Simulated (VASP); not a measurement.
# Ti in VASP: further runs

The runs below take Ti through electric field gradients, with PBE.

All numbers are computed with VASP 6.6.1; they aren't measurements. Logs are shortened: lines on timing, memory, paths and dates and some standing lists are left out, and cuts for length are marked.

### Step 1. The cell of the first run

Symmetry: P6_3/mmc, No. 194, hexagonal system. The conventional cell has a = 3.009 Å, b = 3.009 Å, c = 4.686 Å, α = 90.00°, β = 90.00°, γ = 120.00°. Ti (site symmetry -6m2) has 12 Ti at 2.92 to 3.01 Å within 3.8 Å.

### Step 2. Electric field gradients, PBE (equal xx and yy strain of +2 %)

File INCAR:

```
SYSTEM = Ti
PREC = Accurate
ENCUT = 400
EDIFF = 1E-8
ISMEAR = -1
SIGMA = 0.08
LREAL = .FALSE.
LASPH = .TRUE.
NELM = 120
ALGO = Normal
ISIF = 2
LWAVE = .FALSE.
LCHARG = .FALSE.
GGA = PE
LEFG = .TRUE.
NBANDS = 19
GGA_COMPAT = .FALSE.
```

File KPOINTS:

```
regular mesh
0
G
  13 13 7
  0 0 0
```

File POSCAR:

```
Ti
1.0
    3.0089978176      0.0000000000      0.0000000000
   -1.5044989088      2.6058685500      0.0000000000
    0.0000000000      0.0000000000      4.6860000000
Ti
2
Direct
    0.3333333333      0.6666666667      0.2500000000
    0.6666666667      0.3333333333      0.7500000000
```

Potentials or basis: VASP PAW PBE potentials, release 64 (Ti_sv).

Started as:

```sh
> cat potpaw_PBE.64/Ti_sv/POTCAR > POTCAR
> mpirun -np 1 vasp_std > vasp.out
```

OUTCAR:

```text
SYSTEM = Ti
   PREC = Accurate
   ENCUT = 400
   EDIFF = 1E-8
   ISMEAR = -1
   LREAL = .FALSE.
   LASPH = .TRUE.
   NELM = 120
   ISIF = 2
   GGA = PE

 ion  position               nearest neighbor table
   1  0.333  0.667  0.250-   2 2.92   2 2.92   2 2.92   2 2.92   2 2.92   2 2.92
   2  0.667  0.333  0.750-   1 2.92   1 2.92   1 2.92   1 2.92   1 2.92   1 2.92

  LATTYP: Found a hexagonal cell.
 ALAT       =     3.0089978176
 C/A-ratio  =     1.5573291455

  Lattice vectors:

 A1 = (   3.0089978176,   0.0000000000,   0.0000000000)
 A2 = (  -1.5044989088,   2.6058685500,   0.0000000000)
 A3 = (   0.0000000000,   0.0000000000,   4.6860000000)

Analysis of symmetry for initial positions (statically):
=====================================================================
 Subroutine PRICEL returns:
 Original cell was already a primitive cell.

 Routine SETGRP: Setting up the symmetry group for a
 hexagonal supercell.

 Subroutine GETGRP returns: Found 24 space group operations
 (whereof 12 operations were pure point group operations)
 out of a pool of 24 trial point group operations.

The static configuration has the point symmetry D_3d.
 The point group associated with its full space group is D_6h.

Analysis of symmetry for dynamics (positions and initial velocities):
=====================================================================
 Subroutine PRICEL returns:
 Original cell was already a primitive cell.

 Routine SETGRP: Setting up the symmetry group for a
 hexagonal supercell.

 Subroutine GETGRP returns: Found 24 space group operations
 (whereof 12 operations were pure point group operations)
 out of a pool of 24 trial point group operations.

The dynamic configuration has the point symmetry D_3d.
 The point group associated with its full space group is D_6h.

 Subroutine INISYM returns: Found 24 space group operations
 (whereof 12 operations are pure point group operations),
 and found     1 'primitive' translations

----------------------------------------------------------------------------------------

                                     Primitive cell
[... 123 lines left out ...]
  energy-cutoff  :      400.00
  volume of cell :       36.74
 maximum number of plane-waves:       691
 NGX is ok and might be reduce to    20
   NGX =  9   NGY =  9   NGZ = 15

 number of electron      24.0000011 magnetization

 Free energy of the ion-electron system (eV)
  ---------------------------------------------------
  ext. energy  EPLUGINS =         0.00000000
  ---------------------------------------------------
  free energy    TOTEN  =       -15.64056641 eV

  energy without entropy =      -15.58996604  energy(sigma->0) =      -15.61526623

 E-fermi :   7.7529     XC(G=0): -11.2348

 val. band max:        7.7380193396   @ k =   0.3077   0.2308   0.4286
 cond. band min:       7.7544037393   @ k =   0.2308   0.2308   0.4286
 fundamental gap:      0.0163843998
 Fermi energy:         7.7528821884

 k-point     1 :       0.0000    0.0000    0.0000
  band No.  band energies     occupation
      1     -49.1883      2.00000
      2     -49.0715      2.00000
      3     -25.7353      2.00000
      4     -25.1979      2.00000
      5     -25.1979      2.00000
      6     -25.1253      2.00000
[... 505 lines left out ...]
      6     -25.2193      2.00000
[... 11 lines left out ...]
     18       9.4540      0.00000
     19      10.8319      0.00000

 [... further k-points ...]

------------------------ aborting loop because EDIFF is reached ----------------------------------------

  FORCE on cell =-STRESS in cart. coord.  units (eV):
  Direction    XX          YY          ZZ          XY          YZ          ZX
  --------------------------------------------------------------------------------------
  -------------------------------------------------------------------------------------
  Total       -1.5637909     -1.5637909     -1.2100142      0.0000000      0.0000000      0.0000000
  in kB      -68.1887281    -68.1887282    -52.7623801      0.0000000      0.0000000      0.0000000
  external PRESSURE =     -63.0466121 kB  Pullay stress =       0.0000000 kB

 VOLUME and BASIS-vectors are now :
 -----------------------------------------------------------------------------
  energy-cutoff  :      400.00
  volume of cell :       36.74
      direct lattice vectors                 reciprocal lattice vectors
     3.008997818  0.000000000  0.000000000     0.332336565  0.191874605  0.000000000
    -1.504498909  2.605868550  0.000000000     0.000000000  0.383749211  0.000000000
     0.000000000  0.000000000  4.686000000     0.000000000  0.000000000  0.213401622

 POSITION                                       TOTAL-FORCE (eV/Angst)
 -----------------------------------------------------------------------------------
     -0.00000      1.73725      1.17150        -0.000000      0.000000      0.000000
      1.50450      0.86862      3.51450         0.000000     -0.000000      0.000000
 -----------------------------------------------------------------------------------
    total drift:                               -0.000000      0.000000     -0.000000

  FREE ENERGIE OF THE ION-ELECTRON SYSTEM (eV)
  ---------------------------------------------------
  free  energy   TOTEN  =       -15.6405664124 eV

  energy  without entropy=      -15.5899660389  energy(sigma->0) =      -15.61526623

 Electric field gradients (V/A^2)
---------------------------------------------------------------------
 ion       V_xx      V_yy      V_zz      V_xy      V_xz      V_yz
---------------------------------------------------------------------
   1      -9.022    -9.019    18.041     0.002     0.000    -0.000
   2      -9.022    -9.019    18.041     0.002    -0.000     0.000
---------------------------------------------------------------------

 Electric field gradients after diagonalization (V/A^2)
 (convention: |V_zz| > |V_xx| > |V_yy|)
----------------------------------------------------------------------
 ion       V_xx      V_yy      V_zz     asymmetry (V_yy - V_xx)/ V_zz
----------------------------------------------------------------------
   1      -9.023    -9.018    18.041       0.000
   2      -9.023    -9.018    18.041       0.000
----------------------------------------------------------------------

           NMR quadrupolar parameters

 Cq : quadrupolar parameter    Cq=e*Q*V_zz/h
 eta: asymmetry parameters     (V_yy - V_xx)/ V_zz
 Q  : nuclear electric quadrupole moment in mb (millibarn)
----------------------------------------------------------------------
 ion       Cq(MHz)       eta       Q (mb)
----------------------------------------------------------------------
   1       0.044       0.000       1.000
   2       0.044       0.000       1.000
----------------------------------------------------------------------
```

stdout:

```text
POSCAR found type information on POSCAR Ti
 POSCAR found :  1 types and       2 ions
 scaLAPACK will be used
 LDA part: xc-table for (Slater+PW92), standard interpolation
 POSCAR, INCAR and KPOINTS ok, starting setup
 FFT: planning ... GRIDC
 FFT: planning ... GRID_SOFT
 FFT: planning ... GRID
 WAVECAR not read
 entering main loop
ion   1

ion   2
```

It took 41 s on 1 thread of Intel Xeon Platinum 8259CL at 2.50GHz (Skylake/Cascade Lake), shared host; peak memory 0.15 GiB.

Results:

```yaml
Free_energy: -15.6406 eV
Pressure: -6.3 GPa
Band_gap_on_the_k_mesh: zero (bands 12 and 13 overlap by 1.03 eV)
Largest_electric_field_gradient_by_atom: Ti +18.0 V/Å²
```

Electric field gradients, principal values (V/Å²):
| atom | least | middle | greatest (by size) |
| --- | --- | --- | --- |
| 1 Ti | -9.018 | -9.023 | 18.041 |
| 2 Ti | -9.018 | -9.023 | 18.041 |

Caveat: the cell differs from its parent crystal (equal xx and yy strain of +2 %); the cell stands under tension; without QUAD_EFG the Cq values of the log hold for a quadrupole moment of 1 mb, not for the nuclei.

### Step 3. Electric field gradients, PBE (equal xy, yz and zx shear strains of +2 %)

File INCAR:

```
PREC = Accurate ; ENCUT = 520
EDIFF = 1E-8 ; ISMEAR = -1
SIGMA = 0.08 ; LREAL = F
LASPH = T ; NELM = 60
ALGO = Normal ; ISIF = 2
LWAVE = F ; LCHARG = F
GGA = PE ; LEFG = T
NBANDS = 19
```

File KPOINTS:

```
Automatic mesh
0
Gamma
  13 13 7
```

File POSCAR:

```
Ti
1.0
    2.9499978604      0.0294999786      0.0294999786
   -1.4494511993      2.5400230989      0.0107977416
    0.0468600000      0.0468600000      4.6860000000
Ti
2
Direct
    0.3333333333      0.6666666667      0.2500000000
    0.6666666667      0.3333333333      0.7500000000
```

Potentials or basis: VASP PAW PBE potentials, release 64 (Ti_sv).

Started as:

```sh
> cat potpaw_PBE.64/Ti_sv/POTCAR > POTCAR
> mpirun -np 1 vasp_std > vasp.out
```

OUTCAR:

```text
PREC = Accurate
   ENCUT = 520
   EDIFF = 1E-8
   ISMEAR = -1
   LREAL = F
   LASPH = T
   NELM = 60
   ISIF = 2
   GGA = PE

 ion  position               nearest neighbor table
   1  0.333  0.667  0.250-   2 2.87   2 2.87   2 2.88   2 2.90
   2  0.667  0.333  0.750-   1 2.87   1 2.87   1 2.88   1 2.90

  LATTYP: Found a triclinic cell.
 ALAT       =     2.9758550089
 B/A-ratio  =     0.9827452114
 C/A-ratio  =     1.5748309519
 COS(alpha) =     0.0074204947
 COS(beta)  =     0.0272158149
 COS(gamma) =     0.5000757388

  Lattice vectors:

 A1 = (   1.5005466611,   2.5695230775,   0.0402977202)
 A2 = (  -1.4494511993,   2.5400230989,   0.0107977416)
 A3 = (   0.0468600000,   0.0468600000,   4.6860000000)

Analysis of symmetry for initial positions (statically):
=====================================================================
 Subroutine PRICEL returns:
 Original cell was already a primitive cell.

 Routine SETGRP: Setting up the symmetry group for a
[... 719 lines left out ...]
      direct lattice vectors                 reciprocal lattice vectors
     2.949997860  0.029499979  0.029499979     0.337112308  0.192393925 -0.005295062
    -1.449451199  2.540023099  0.010797742    -0.003876255  0.391501720 -0.003876255
     0.046860000  0.046860000  4.686000000    -0.002113306 -0.002113306  0.213443888

 POSITION                                       TOTAL-FORCE (eV/Angst)
 -----------------------------------------------------------------------------------
      0.02875      1.71490      1.18853        -0.051697      0.001224      0.005655
      1.51866      0.90149      3.53777         0.051697     -0.001224     -0.005655
 -----------------------------------------------------------------------------------
    total drift:                               -0.000000      0.000000     -0.000000

  FREE ENERGIE OF THE ION-ELECTRON SYSTEM (eV)
  ---------------------------------------------------
  free  energy   TOTEN  =       -15.6850397834 eV

  energy  without entropy=      -15.6357603896  energy(sigma->0) =      -15.66040009

 Electric field gradients (V/A^2)
---------------------------------------------------------------------
 ion       V_xx      V_yy      V_zz      V_xy      V_xz      V_yz
---------------------------------------------------------------------
   1      -8.293    -8.192    16.485    -0.711    -1.379    -1.383
   2      -8.293    -8.192    16.485    -0.711    -1.379    -1.383
---------------------------------------------------------------------

 Electric field gradients after diagonalization (V/A^2)
 (convention: |V_zz| > |V_xx| > |V_yy|)
----------------------------------------------------------------------
 ion       V_xx      V_yy      V_zz     asymmetry (V_yy - V_xx)/ V_zz
----------------------------------------------------------------------
   1      -9.104    -7.530    16.634       0.095
   2      -9.104    -7.530    16.634       0.095
----------------------------------------------------------------------

           NMR quadrupolar parameters

 Cq : quadrupolar parameter    Cq=e*Q*V_zz/h
 eta: asymmetry parameters     (V_yy - V_xx)/ V_zz
 Q  : nuclear electric quadrupole moment in mb (millibarn)
----------------------------------------------------------------------
 ion       Cq(MHz)       eta       Q (mb)
----------------------------------------------------------------------
   1       0.040       0.095       1.000
   2       0.040       0.095       1.000
----------------------------------------------------------------------
```

stdout:

```text
POSCAR found type information on POSCAR Ti
 POSCAR found :  1 types and       2 ions
 scaLAPACK will be used
 LDA part: xc-table for (Slater+PW92), standard interpolation
 POSCAR, INCAR and KPOINTS ok, starting setup
 FFT: planning ... GRIDC
 FFT: planning ... GRID_SOFT
 FFT: planning ... GRID
 WAVECAR not read
 entering main loop
ion   1
     0.0000422    -0.1864777    -0.2736228    -1.6736200    -0.2732680    -0.0118901
     0.0000581    -0.1864777    -0.2736228    -1.6736200    -0.2732680    -0.0118901
     0.0000800    -0.1864777    -0.2736228    -1.6736199    -0.2732680    -0.0118901
     0.0001102    -0.1864777    -0.2736227    -1.6736199    -0.2732680    -0.0118901

     0.0000422     0.5248024     1.1616330   -12.9604136     1.1580223     0.0418611
     0.0000581     0.5247927     1.1616212   -12.9603553     1.1580106     0.0418606
     0.0000800     0.5247765     1.1616018   -12.9602589     1.1579912     0.0418598
     0.0001102     0.5247497     1.1615700   -12.9601002     1.1579594     0.0418586

ion   2
     0.0000422    -0.1864777    -0.2736228    -1.6736200    -0.2732680    -0.0118901
     0.0000581    -0.1864777    -0.2736228    -1.6736200    -0.2732680    -0.0118901
     0.0000800    -0.1864777    -0.2736228    -1.6736199    -0.2732680    -0.0118901
     0.0001102    -0.1864777    -0.2736227    -1.6736199    -0.2732680    -0.0118901

     0.0000422     0.5248024     1.1616330   -12.9604136     1.1580223     0.0418611
     0.0000581     0.5247927     1.1616212   -12.9603553     1.1580106     0.0418606
     0.0000800     0.5247765     1.1616018   -12.9602589     1.1579912     0.0418598
     0.0001102     0.5247497     1.1615700   -12.9601002     1.1579594     0.0418586
```

It took 5.2 min on 1 thread of Intel Xeon Platinum 8259CL at 2.50GHz (Skylake/Cascade Lake), shared host; peak memory 0.42 GiB.

What came out:

```
Free energy                             : -15.6850 eV
Pressure                                : -1.8 GPa
Largest force                           : 0.052 eV/Å
Band gap on the k mesh                  : zero (bands 12 and 13 overlap by 1.04 eV)
Largest electric field gradient by atom : Ti +16.6 V/Å²
```

Forces on the atoms (eV/Å):
```
Ti  -0.052  0.001  0.006
Ti   0.052 -0.001 -0.006
```

Levels at points of the mesh, in eV from the Fermi level:
```tsv
k point	band 8	band 9	band 10	band 11	band 12	band 13	band 14	band 15	band 16	band 17
(0.00, 0.00, 0.00)	-32.72	-6.16	-2.63	0.66	0.72	0.86	0.91	1.16	1.37	1.62
```

Electric field gradients, principal values (V/Å²):
| atom | least | middle | greatest (by size) |
| --- | --- | --- | --- |
| 1 Ti | -7.530 | -9.104 | 16.634 |
| 2 Ti | -7.530 | -9.104 | 16.634 |

Caveat: the cell differs from its parent crystal (equal xy, yz and zx shear strains of +2 %); without QUAD_EFG the Cq values of the log hold for a quadrupole moment of 1 mb, not for the nuclei.

[end of part 1 of 2]
